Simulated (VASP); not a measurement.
Set up this calculation in VASP 6.6.1, as the native input.

| Property | Result |
| --- | --- |
| Task | single point |
| Functional | PBEsol |
| Potentials or basis | VASP PAW PBE potentials, release 64 (Rb_sv, Br) |
| Cutoff | 520 eV |
| k mesh | 6 × 6 × 6 |
| Occupations | gaussian, width 0.05 eV |
| Spin | no spin polarisation |
| Dipole correction | no |
| Further INCAR settings | ALGO = Normal; EDIFF = 1e-06; NBANDS = 15 |

The structure of RbBr lies in POSCAR:

```
RbBr
1.0
    4.1260773000      0.0000000000      0.0000000000
    0.0000000000      4.1260773000      0.0000000000
    0.0000000000      0.0000000000      4.1260773000
Rb Br
1 1
Direct
   -0.0257062603     -0.0257062603     -0.0363541420
    0.5000000000      0.5000000000      0.5000000000
```

This cell differs from its parent crystal: atom 1 (Rb) moved by (-0.150, -0.150) A along [1 1 0] and z.

One way to write it, as run:

INCAR

```
SYSTEM = RbBr
PREC     = Accurate       ! precision mode
ENCUT    = 520            ! plane-wave cutoff, eV
EDIFF    = 1E-6           ! SCF threshold, eV
ISMEAR   = 0              ! smearing method
SIGMA    = 0.05           ! smearing width, eV
LREAL    = .False.        ! projectors in reciprocal space
LASPH    = .True.         ! aspherical terms in the spheres
NELM     = 100            ! most SCF steps
ALGO     = Normal         ! electronic algorithm
ISIF     = 2              ! what is computed and relaxed
LWAVE    = .False.        ! write WAVECAR
LCHARG   = .False.        ! write CHGCAR
GGA      = PS             ! functional
NBANDS   = 15             ! bands
```

KPOINTS

```
Automatic mesh
0
Gamma
  6 6 6
  0 0 0
```

Potentials or basis: VASP PAW PBE potentials, release 64 (Rb_sv, Br).

The run is started by

```console
$ cat potpaw_PBE.64/Rb_sv/POTCAR potpaw_PBE.64/Br/POTCAR > POTCAR
$ mpirun -np 1 vasp_std > vasp.out
```

It gave:

- Pressure: -0.3 GPa
- Largest force: 0.159 eV/Å
- Band gap on the k mesh: 3.93 eV (least direct gap 4.07 eV)

Caveat: the cell differs from its parent crystal (atom 1 (Rb) moved by (-0.150, -0.150) A along [1 1 0] and z); the PAW data sets were made with another functional, which shifts forces and pressure a little.

It took 84 s on 1 thread of Intel Xeon 8259CL (shared host), peak memory 0.22 GiB.
